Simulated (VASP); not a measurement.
# Be (Fm-3m) in VASP: a series of runs, part 2 of 2

VASP 6.6.1. Earlier steps stand in the parts before.

**4. Single point, PBE**

This run uses another cell than the first one, of 4.77 Å³/atom.

INCAR

```
SYSTEM = Be
PREC = Accurate
ENCUT = 600
EDIFF = 1E-6
ISMEAR = -1
SIGMA = 0.05
LREAL = .False.
LASPH = .True.
NELM = 120
ALGO = Normal
ISIF = 2
LWAVE = .False.
LCHARG = .True.
GGA = PE
LELF = .True.
LVHAR = .True.
NBANDS = 7
GGA_COMPAT = .False.
```

KPOINTS

```
Automatic mesh
0
Gamma
  24 24 24
  0 0 0
```

POSCAR

```
Be
1.0
    0.0000000000      1.3361148089      1.3361148089
    1.3361148089      0.0000000000      1.3361148089
    1.3361148089      1.3361148089      0.0000000000
Be
1
Direct
    0.0000000000      0.0000000000      0.0000000000
```

Potentials or basis: VASP PAW PBE potentials, release 64 (Be).

The run is started by

```sh
cat potpaw_PBE.64/Be/POTCAR > POTCAR
mpirun -np 1 vasp_std > vasp.out
```

OUTCAR:

```text
SYSTEM = Be
   PREC = Accurate
   ENCUT = 600
   EDIFF = 1E-6
   ISMEAR = -1
   LREAL = .False.
   LASPH = .True.
   NELM = 120
   ISIF = 2
   GGA = PE

 ion  position               nearest neighbor table
   1  0.000  0.000  0.000-

  LATTYP: Found a face centered cubic cell.
 ALAT       =     2.6722296178

  Lattice vectors:

 A1 = (   0.0000000000,   1.3361148089,   1.3361148089)
 A2 = (   1.3361148089,   0.0000000000,   1.3361148089)
 A3 = (   1.3361148089,   1.3361148089,   0.0000000000)

Analysis of symmetry for initial positions (statically):
=====================================================================
 Subroutine PRICEL returns:
 Original cell was already a primitive cell.

 Routine SETGRP: Setting up the symmetry group for a
 face centered cubic supercell.

 Subroutine GETGRP returns: Found 48 space group operations
 (whereof 48 operations were pure point group operations)
 out of a pool of 48 trial point group operations.

The static configuration has the point symmetry O_h .

Analysis of symmetry for dynamics (positions and initial velocities):
=====================================================================
 Subroutine PRICEL returns:
 Original cell was already a primitive cell.

 Routine SETGRP: Setting up the symmetry group for a
 face centered cubic supercell.

 Subroutine GETGRP returns: Found 48 space group operations
 (whereof 48 operations were pure point group operations)
 out of a pool of 48 trial point group operations.

The dynamic configuration has the point symmetry O_h .

 Subroutine INISYM returns: Found 48 space group operations
 (whereof 48 operations are pure point group operations),
 and found     1 'primitive' translations

----------------------------------------------------------------------------------------

                                     Primitive cell

  volume of cell :       4.7705

  direct lattice vectors                    reciprocal lattice vectors
     0.000000000  1.336114809  1.336114809    -0.374219339  0.374219339  0.374219339
     1.336114809  0.000000000  1.336114809     0.374219339 -0.374219339  0.374219339
     1.336114809  1.336114809  0.000000000     0.374219339  0.374219339 -0.374219339

  length of vectors
     1.889551684  1.889551684  1.889551684     0.648166908  0.648166908  0.648166908

  position of ions in fractional coordinates (direct lattice)
     0.000000000  0.000000000  0.000000000

  ion indices of the primitive-cell ions
   primitive index   ion index
                 1           1

----------------------------------------------------------------------------------------

 KPOINTS: Automatic mesh

Automatic generation of k-mesh.
 Grid dimensions read from file:
 generate k-points for:   24   24   24

 Generating k-lattice:

  Cartesian coordinates                     Fractional coordinates (reciprocal lattice)
    -0.015592472  0.015592472  0.015592472     0.041666667  0.000000000  0.000000000
     0.015592472 -0.015592472  0.015592472     0.000000000  0.041666667  0.000000000
     0.015592472  0.015592472 -0.015592472     0.000000000  0.000000000  0.041666667

  Length of vectors
     0.027006954  0.027006954  0.027006954

  Shift w.r.t. Gamma in fractional coordinates (k-lattice)
     0.000000000  0.000000000  0.000000000

 Subroutine IBZKPT returns following result:
 ===========================================

 Found    413 irreducible k-points:

 Following reciprocal coordinates:
            Coordinates               Weight
  0.000000  0.000000  0.000000      1.000000
  0.041667  0.000000  0.000000      8.000000
  0.083333  0.000000  0.000000      8.000000
  0.125000  0.000000  0.000000      8.000000
  0.166667  0.000000  0.000000      8.000000
  0.208333  0.000000  0.000000      8.000000
[... 16 lines left out ...]
  0.416667  0.041667  0.000000     24.000000
  0.458333  0.041667  0.000000     24.000000
 [... further k-points ...]
   k-points           NKPTS =    413   k-points in BZ     NKDIM =    413   number of bands    NBANDS=      7
   number of dos      NEDOS =    301   number of ions     NIONS =      1
   total plane-waves  NPLWV =   4096
   dimension x,y,z NGX =    16 NGY =   16 NGZ =   16
   dimension x,y,z NGXF=    32 NGYF=   32 NGZF=   32
   ions per type =               1
   NGX,Y,Z   is equivalent  to a cutoff of  14.08, 14.08, 14.08 a.u.
   NGXF,Y,Z  is equivalent  to a cutoff of  28.15, 28.15, 28.15 a.u.
 SYSTEM =  Be
   PREC   = accura    normal or accurate (medium, high low for compatibility)
   ISTART =      0    job   : 0-new  1-cont  2-samecut
   ICHARG =      2    charge: 1-file 2-atom 10-const
   ISPIN  =      1    spin polarized calculation?
   LNONCOLLINEAR =      F non collinear calculations
   LSORBIT =      F    spin-orbit coupling
   LASPH  =      T    aspherical Exc in radial PAW
   ENCUT  =  600.0 eV  44.10 Ry    6.64 a.u.   3.77  3.77  3.77*2*pi/ulx,y,z
   NELM   =    120;   NELMIN=  2; NELMDL= -5     # of ELM steps
   EDIFF  = 0.1E-05   stopping-criterion for ELM
   LREAL  =      F    real-space projection
[... 7 lines left out ...]
   TEBEG  =    0.0;   TEEND  =   0.0 temperature during run
   PSTRESS=    0.0 pullay stress
   NELECT =       2.0000    total number of electrons
   NUPDOWN=      -1.0000    fix difference up-down
   EMIN   =  10.00;   EMAX   =-10.00  energy-range for DOS
   EFERMI =   0.00;   METHOD = LEGACY
   ISMEAR =    -1;   SIGMA  =   0.05  broadening in eV -4-tet -1-fermi 0-gaus
   EFERMI_NEDOS =   21; number of points for ismear=-14 and -15
   IALGO  =     38    algorithm
   IMIX   =      4    mixing-type and parameters
     AMIX     =   0.40;   BMIX     =  1.00
     AMIX_MAG =   1.60;   BMIX_MAG =  1.00
  volume/ion in A,a.u.               =       4.77        32.19
  Fermi-wavevector in a.u.,A,eV,Ry     =   1.225268  2.315421 20.426174  1.501281
  Thomas-Fermi vector in A             =   2.360312
   LORBIT       =      0    0 simple, 1 ext, 2 COOP (PROOUT), +10 PAW based schemes
   GGA     = PE    functional components
   LHFCALC =     F    Hartree Fock is set to
   AEXX    =    0.0000 exact exchange contribution
   IVDW    =     0    specifies the selected vdW correction
   LEPSILON=     F    determine dielectric tensor
   LRPA    =     F    only Hartree local field effects (RPA)
 non-spin polarized calculation
  energy-cutoff  :      600.00
  volume of cell :        4.77
 maximum number of plane-waves:       169
   NGX =  7   NGY =  7   NGZ =  7

 number of electron       2.0000000 magnetization

 Free energy of the ion-electron system (eV)
  ---------------------------------------------------
  ext. energy  EPLUGINS =         0.00000000
  ---------------------------------------------------
  free energy    TOTEN  =        -2.73984437 eV

  energy without entropy =       -2.73939300  energy(sigma->0) =       -2.73961868

 E-fermi :  12.6327     XC(G=0): -12.4001

 val. band max:       12.6174839556   @ k =  -0.3750   0.3333   0.0000
 cond. band min:      12.6577281195   @ k =  -0.2917   0.4583   0.2083
 fundamental gap:      0.0402441639
 Fermi energy:        12.6327299993

 k-point     1 :       0.0000    0.0000    0.0000
  band No.  band energies     occupation
      1      -2.1596      2.00000
      2      41.4859      0.00000
      3      41.4859      0.00000
      4      41.4859      0.00000
      5      52.7029      0.00000
      6      52.7029      0.00000
      7      52.7029      0.00000

 k-point     2 :       0.0417    0.0000    0.0000
  band No.  band energies     occupation
      1      -2.0956      2.00000
      2      40.6897      0.00000
      3      41.3080      0.00000
      4      41.3080      0.00000
      5      51.5315      0.00000
      6      53.0235      0.00000
      7      53.0235      0.00000

 k-point     3 :       0.0833    0.0000    0.0000
  band No.  band energies     occupation
      1      -1.9031      2.00000
      2      38.5439      0.00000
      3      40.8389      0.00000
      4      40.8389      0.00000
      5      50.7190      0.00000
      6      53.8815      0.00000
      7      53.8815      0.00000
[... 191 lines left out ...]
 k-point    23 :       0.4167    0.0417    0.0000
  band No.  band energies     occupation
      1       3.5976      2.00000
      2      17.1110      0.00000
      3      36.2526      0.00000
      4      37.6095      0.00000
      5      46.8234      0.00000
      6      50.6198      0.00000
      7      53.6958      0.00000

 k-point    24 :       0.4583    0.0417    0.0000
  band No.  band energies     occupation
      1       4.4405      2.00000
      2      15.5545      0.00000
      3      36.3752      0.00000
      4      37.1816      0.00000
      5      46.5067      0.00000
      6      49.7710      0.00000
      7      53.3219      0.00000

 [... further k-points ...]

------------------------ aborting loop because EDIFF is reached ----------------------------------------

  FORCE on cell =-STRESS in cart. coord.  units (eV):
  Direction    XX          YY          ZZ          XY          YZ          ZX
  --------------------------------------------------------------------------------------
  -------------------------------------------------------------------------------------
  Total        4.2009872      4.2009872      4.2009872     -0.0000000      0.0000000     -0.0000000
  in kB     1410.9142187   1410.9142187   1410.9142187     -0.0000000      0.0000000     -0.0000000
  external PRESSURE =    1410.9142187 kB  Pullay stress =       0.0000000 kB

 VOLUME and BASIS-vectors are now :
 -----------------------------------------------------------------------------
  energy-cutoff  :      600.00
  volume of cell :        4.77
      direct lattice vectors                 reciprocal lattice vectors
     0.000000000  1.336114809  1.336114809    -0.374219339  0.374219339  0.374219339
     1.336114809  0.000000000  1.336114809     0.374219339 -0.374219339  0.374219339
     1.336114809  1.336114809  0.000000000     0.374219339  0.374219339 -0.374219339

 POSITION                                       TOTAL-FORCE (eV/Angst)
 -----------------------------------------------------------------------------------
      0.00000      0.00000      0.00000        -0.000000     -0.000000     -0.000000
 -----------------------------------------------------------------------------------
    total drift:                               -0.000000     -0.000000     -0.000000

  FREE ENERGIE OF THE ION-ELECTRON SYSTEM (eV)
  ---------------------------------------------------
  free  energy   TOTEN  =        -2.7398443675 eV

  energy  without entropy=       -2.7393929959  energy(sigma->0) =       -2.73961868
```

OSZICAR:

```text
N       E                     dE             d eps       ncg     rms          rms(c)
DAV:   1    -0.595868865644E+00   -0.59587E+00   -0.14859E+03  6517   0.282E+02
DAV:   2    -0.284741939713E+01   -0.22516E+01   -0.21591E+01  7658   0.363E+01
DAV:   3    -0.284916397551E+01   -0.17446E-02   -0.17446E-02  6853   0.974E-01
DAV:   4    -0.284916415029E+01   -0.17477E-06   -0.17401E-06  8645   0.922E-03
DAV:   5    -0.284916414958E+01    0.71194E-09   -0.10438E-10  6846   0.257E-05    0.141E+00
DAV:   6    -0.276276414526E+01    0.86400E-01   -0.20899E-02  6265   0.169E+00    0.912E-01
DAV:   7    -0.274035223328E+01    0.22412E-01   -0.15744E-02  6461   0.154E+00    0.615E-02
DAV:   8    -0.273985889916E+01    0.49333E-03   -0.11631E-04  6524   0.128E-01    0.227E-02
DAV:   9    -0.273984675595E+01    0.12143E-04   -0.11171E-05  7280   0.296E-02    0.739E-03
DAV:  10    -0.273984464203E+01    0.21139E-05   -0.28344E-07  5600   0.448E-03    0.134E-03
DAV:  11    -0.273984436746E+01    0.27457E-06   -0.21896E-08  3388   0.124E-03
   1 F= -.27398444E+01 E0= -.27396187E+01  d E =-.451372E-03
```

stdout:

```text
POSCAR found type information on POSCAR Be
 POSCAR found :  1 types and       1 ions
 scaLAPACK will be used
 LDA part: xc-table for (Slater+PW92), standard interpolation
 POSCAR, INCAR and KPOINTS ok, starting setup
 FFT: planning ... GRIDC
 FFT: planning ... GRID_SOFT
 FFT: planning ... GRID
 WAVECAR not read
 entering main loop
```

Run time: 4 s. Hardware: 1 thread of Intel Xeon 6975P-C (Granite Rapids), shared host; peak memory 0.12 GiB.

What came out:

| Property | Result |
| --- | --- |
| Free energy | -2.7398 eV |
| Pressure | 141.1 GPa |
| Band gap on the k mesh | zero (bands 1 and 2 overlap by 1.56 eV) |

Caveat: the cell stands under pressure.
